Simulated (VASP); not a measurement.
Write the native input for VASP 6.6.1 that does the following.

* Task: single point
* Functional: PBEsol
* Potentials or basis: VASP PAW PBE potentials, release 64 (Ga_d, N)
* Cutoff: 520 eV
* k mesh: 8 × 8 × 4
* Occupations: gaussian, width 0.01 eV
* Spin: no spin polarisation
* Dipole correction: no
* Further INCAR settings: ALGO = Normal; EDIFF = 1e-06; NBANDS = 26

The structure of GaN lies in POSCAR:

```
GaN
1.0
    3.1825744861     -0.0079564362     -0.0079564362
   -1.5981777189      2.7601685725     -0.0029122578
   -0.0129635246     -0.0129635246      5.1854098554
Ga N
2 2
Direct
    0.3340888488      0.6670534597     -0.0008010464
    0.6669712998      0.3337226624      0.4991971626
    0.3336903039      0.6662863470      0.3758070455
    0.6652495475      0.3329375309      0.8757968383
```

This cell differs from its parent crystal: equal xy, yz and zx engineering shears of -0.5 %.

The input as run:

INCAR

```
  PREC = Accurate
  ENCUT = 520
  EDIFF = 1E-6
  ISMEAR = 0
  SIGMA = 0.01
  LREAL = F
  LASPH = T
  NELM = 100
  ALGO = Normal
  ISIF = 2
  LWAVE = F
  LCHARG = F
  GGA = PS
  NBANDS = 26
```

KPOINTS

```
regular mesh
0
Gamma
  8 8 4
```

Potentials or basis: VASP PAW PBE potentials, release 64 (Ga_d, N).

Command:

```bash
$ cat potpaw_PBE.64/Ga_d/POTCAR potpaw_PBE.64/N/POTCAR > POTCAR
$ mpirun -np 1 vasp_std > vasp.out
```

Results of the run:

The pressure is -0.2 GPa. The band gap on the k mesh is 1.87 eV, direct.

Caveat: the cell differs from its parent crystal (equal xy, yz and zx engineering shears of -0.5 %); the PAW data sets were made with another functional, which shifts forces and pressure a little.

Run time: 6.9 min on 1 thread of AMD EPYC 7R13 (shared host), peak memory 0.22 GiB.
